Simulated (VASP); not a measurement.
# MoN2 (P4/mbm) in VASP: further runs, part 2 of 2

VASP 6.6.1. The steps go on from the part before.

**4. Single point, LDA**

This run uses another cell than the first one, of 8.21 Å³/atom.

File INCAR:

```
ALGO     = Normal         # electronic algorithm
EDIFF    = 1E-6           # SCF threshold, eV
ENCUT    = 910            # plane-wave cutoff, eV
GGA      = CA             # functional
GGA_COMPAT= False        
ISIF     = 2              # what is computed and relaxed
ISMEAR   = -1             # smearing method
LASPH    = True           # aspherical terms in the spheres
LCHARG   = False          # write CHGCAR
LREAL    = False          # projectors in reciprocal space
LWAVE    = False          # write WAVECAR
NBANDS   = 33             # bands
NELM     = 120            # most SCF steps
PREC     = Accurate       # precision mode
SIGMA    = 0.05           # smearing width, eV
```

File KPOINTS:

```
k-points
0
Gamma
  6 6 10
```

File POSCAR:

```
MoN2
1.0
    4.2639585722      0.0000000000      0.0000000000
    0.0000000000      4.2639585722      0.0000000000
    0.0000000000      0.0000000000      2.7083601180
Mo N
2 4
Direct
    0.0000000000      0.0000000000      0.0000000000
    0.5000000000      0.5000000000      0.0000000000
    0.6124811128      0.8875188872      0.5000000000
    0.3875188872      0.1124811128      0.5000000000
    0.1124811128      0.6124811128      0.5000000000
    0.8875188872      0.3875188872      0.5000000000
```

Potentials or basis: VASP PAW LDA potentials, release 64 (Mo_sv, N_h).

Started as:

```sh
> cat potpaw_LDA.64/Mo_sv/POTCAR potpaw_LDA.64/N_h/POTCAR > POTCAR
> mpirun -np 1 vasp_std > vasp.out
```

It took 3 min on 1 thread of AMD EPYC 7R43 (Zen 3), shared host; peak memory 0.26 GiB.

The run converged. Its results:

| Item | Value |
| --- | --- |
| Free energy | -61.9330 eV |
| Pressure | 1.4 GPa |
| Largest force | 0.087 eV/Å |
| Band gap on the k mesh | zero (bands 24 and 25 overlap by 2.19 eV) |

Forces in eV/Å, atoms in the order of the input:
```
Mo   0.000  0.000  0.000
Mo   0.000  0.000  0.000
N    0.062 -0.062  0.000
N   -0.062  0.062  0.000
N    0.062  0.062  0.000
N   -0.062 -0.062  0.000
```

Stress tensor (GPa, compression positive):
```
1.44 0.00 0.00
0.00 1.44 0.00
0.00 0.00 1.26
```

Levels at points of the mesh, in eV from the Fermi level:
```tsv
k point	band 21	band 22	band 23	band 24	band 25	band 26	band 27	band 28
(0.00, 0.00, 0.00)	-3.26	-3.26	-2.48	-1.90	0.62	0.62	1.08	1.89
(0.50, 0.00, 0.00)	-2.18	-2.18	-1.27	-1.27	-0.43	-0.43	2.34	2.34
(0.50, 0.50, 0.00)	-0.93	-0.93	0.48	0.48	0.60	0.60	1.06	1.06
(0.00, 0.00, 0.50)	-2.13	-2.13	0.78	1.03	2.30	2.42	2.75	2.75
(0.50, 0.00, 0.50)	-2.62	-2.62	-1.15	-1.15	2.72	2.72	3.38	3.38
(0.50, 0.50, 0.50)	-5.48	-5.48	-1.47	-1.47	2.64	2.64	3.75	3.75
```

Caveat: the cutoff is under 1.25 times the usual one of these potentials, so pressure, stress and relaxed cells hold a basis-set (Pulay) error.

**5. Single point, LDA**

This run uses another cell than the first one, of 8.72 Å³/atom.

File INCAR:

```
PREC = Accurate
ENCUT = 910
EDIFF = 1E-6
ISMEAR = -1
SIGMA = 0.05
LREAL = False
LASPH = True
NELM = 120
ALGO = Normal
ISIF = 2
LWAVE = False
LCHARG = False
NBANDS = 33
GGA_COMPAT = False
```

File KPOINTS:

```
Automatic mesh
0
Gamma
  6 6 10
```

File POSCAR:

```
MoN2
1.0
    4.3480530000      0.0000000000      0.0000000000
    0.0000000000      4.3480530000      0.0000000000
    0.0000000000      0.0000000000      2.7674600000
Mo N
2 4
Direct
    0.0000000000      0.0000000000      0.0000000000
    0.5000000000      0.5000000000      0.0000000000
    0.6116470000      0.8883530000      0.5000000000
    0.3883530000      0.1116470000      0.5000000000
    0.1116470000      0.6116470000      0.5000000000
    0.8883530000      0.3883530000      0.5000000000
```

Started as:

```sh
> cat potpaw_LDA.64/Mo_sv/POTCAR potpaw_LDA.64/N_h/POTCAR > POTCAR
> mpirun -np 1 vasp_std > vasp.out
```

Run time: 2.7 min. Hardware: 1 thread of Intel Xeon Platinum 8259CL at 2.50GHz (Skylake/Cascade Lake), shared host; peak memory 0.32 GiB.

It converged, with:

```yaml
Free_energy: -61.7505 eV
Pressure: -20.0 GPa
Largest_force: 0.119 eV/Å
Band_gap_on_the_k_mesh: zero (bands 24 and 25 overlap by 1.97 eV)
```

Forces on the atoms (eV/Å):
```
Mo   0.000  0.000  0.000
Mo   0.000  0.000  0.000
N   -0.084  0.084  0.000
N    0.084 -0.084  0.000
N   -0.084 -0.084  0.000
N    0.084  0.084  0.000
```

Stress tensor (GPa, compression positive):
```
-19.59   0.00   0.00
  0.00 -19.59   0.00
  0.00   0.00 -20.68
```

Levels at points of the mesh, in eV from the Fermi level:
```
           k point  band 21  band 22  band 23  band 24  band 25  band 26  band 27  band 28
(0.00, 0.00, 0.00)    -3.02    -3.02    -2.28    -1.82     0.54     0.54     1.00     1.72
(0.50, 0.00, 0.00)    -2.02    -2.02    -1.18    -1.18    -0.41    -0.41     2.10     2.10
(0.50, 0.50, 0.00)    -0.84    -0.84     0.51     0.51     0.52     0.52     0.94     0.94
(0.00, 0.00, 0.50)    -2.02    -2.02     0.71     1.06     2.08     2.15     2.35     2.35
(0.50, 0.00, 0.50)    -2.51    -2.51    -1.05    -1.05     2.44     2.44     2.97     2.97
(0.50, 0.50, 0.50)    -5.14    -5.14    -1.34    -1.34     2.39     2.39     3.31     3.31
```

Caveat: the cutoff is under 1.25 times the usual one of these potentials, so pressure, stress and relaxed cells hold a basis-set (Pulay) error; the cell stands under tension.

**6. Single point, PBEsol**

This run uses another cell than the first one, of 8.36 Å³/atom.

File INCAR:

```
SYSTEM = MoN2
PREC = Accurate
ENCUT = 520
EDIFF = 1E-6
ISMEAR = -1
SIGMA = 0.05
LREAL = .False.
LASPH = .True.
NELM = 100
ALGO = Normal
ISIF = 2
LWAVE = .False.
LCHARG = .False.
GGA = PS
NBANDS = 33
```

File KPOINTS:

```
Automatic mesh
0
Gamma
  6 6 10
  0 0 0
```

File POSCAR:

```
MoN2
1.0
    4.2898767676      0.0000000000      0.0000000000
    0.0000000000      4.2898767676      0.0000000000
    0.0000000000      0.0000000000      2.7253354601
Mo N
2 4
Direct
    0.0000000000      0.0000000000      0.0000000000
    0.5000000000      0.5000000000      0.0000000000
    0.6127478062      0.8872521938      0.5000000000
    0.3872521938      0.1127478062      0.5000000000
    0.1127478062      0.6127478062      0.5000000000
    0.8872521938      0.3872521938      0.5000000000
```

Potentials or basis: VASP PAW PBE potentials, release 64 (Mo_sv, N).

Started as:

```sh
> cat potpaw_PBE.64/Mo_sv/POTCAR potpaw_PBE.64/N/POTCAR > POTCAR
> mpirun -np 1 vasp_std > vasp.out
```

Run time: 25 s. Hardware: 1 thread of Intel Xeon 6975P-C (Granite Rapids), shared host; peak memory 0.21 GiB.

It converged, with:

| Quantity | Value |
| --- | --- |
| Free energy | -58.7784 eV |
| Pressure | 0.7 GPa |
| Largest force | 0.122 eV/Å |
| Band gap on the k mesh | zero (bands 24 and 25 overlap by 2.15 eV) |

Forces on the atoms (eV/Å):
```
Mo   0.000  0.000  0.000
Mo   0.000  0.000  0.000
N    0.086 -0.086  0.000
N   -0.086  0.086  0.000
N    0.086  0.086  0.000
N   -0.086 -0.086  0.000
```

Stress tensor (GPa, compression positive):
```
0.86 0.00 0.00
0.00 0.86 0.00
0.00 0.00 0.33
```

Levels at points of the mesh, in eV from the Fermi level:
| k point | band 22 | band 23 | band 24 | band 25 | band 26 | band 27 |
| --- | --- | --- | --- | --- | --- | --- |
| (0.00, 0.00, 0.00) | -3.20 | -2.42 | -1.85 | 0.61 | 0.61 | 1.06 |
| (0.50, 0.00, 0.00) | -2.14 | -1.25 | -1.25 | -0.43 | -0.43 | 2.30 |
| (0.50, 0.50, 0.00) | -0.92 | 0.49 | 0.49 | 0.56 | 0.56 | 1.04 |
| (0.00, 0.00, 0.50) | -2.13 | 0.77 | 1.04 | 2.23 | 2.36 | 2.60 |
| (0.50, 0.00, 0.50) | -2.59 | -1.13 | -1.13 | 2.65 | 2.65 | 3.26 |
| (0.50, 0.50, 0.50) | -5.42 | -1.44 | -1.44 | 2.57 | 2.57 | 3.61 |

Caveat: the PAW data sets were made with another functional, which shifts forces and pressure a little.

**7. Overview**

```tsv
task	level	potentials or basis	cell	cutoff (eV)	gap on the mesh (eV)	pressure (GPa)	largest force (eV/Å)
single point	r2SCAN	VASP PAW PBE potentials, release 64 (Mo_sv, N)	a = 4.318, b = 4.318, c = 2.741 Å, 6 atoms	520	none	1.4	0.10
relaxation of cell and atoms	PBE	VASP PAW PBE potentials, release 64 (Mo_sv, N)	relaxed from a = 4.348, b = 4.348, c = 2.767 Å, 6 atoms	600	none	0.0	-
single point	LDA	VASP PAW LDA potentials, release 64 (Mo_sv, N_h)	a = 4.264, b = 4.264, c = 2.708 Å, 6 atoms	910	none	1.4	0.09
single point	LDA	VASP PAW LDA potentials, release 64 (Mo_sv, N_h)	a = 4.348, b = 4.348, c = 2.767 Å, 6 atoms	910	none	-20.0	0.12
single point	PBEsol	VASP PAW PBE potentials, release 64 (Mo_sv, N)	a = 4.290, b = 4.290, c = 2.725 Å, 6 atoms	520	none	0.7	0.12
```

Alike in all rows: no spin polarisation; k mesh 6 × 6 × 10; smearing fermi-dirac 0.05 eV.

Caveats: the PAW data sets were made with another functional, which shifts forces and pressure a little (at least some runs); the cutoff is under 1.25 times the usual one of these potentials, so pressure, stress and relaxed cells hold a basis-set (Pulay) error (at least some runs); the cell stands under tension (at least some runs).

Total energies depend on the potentials used, so only differences within one code and one set of settings carry meaning.
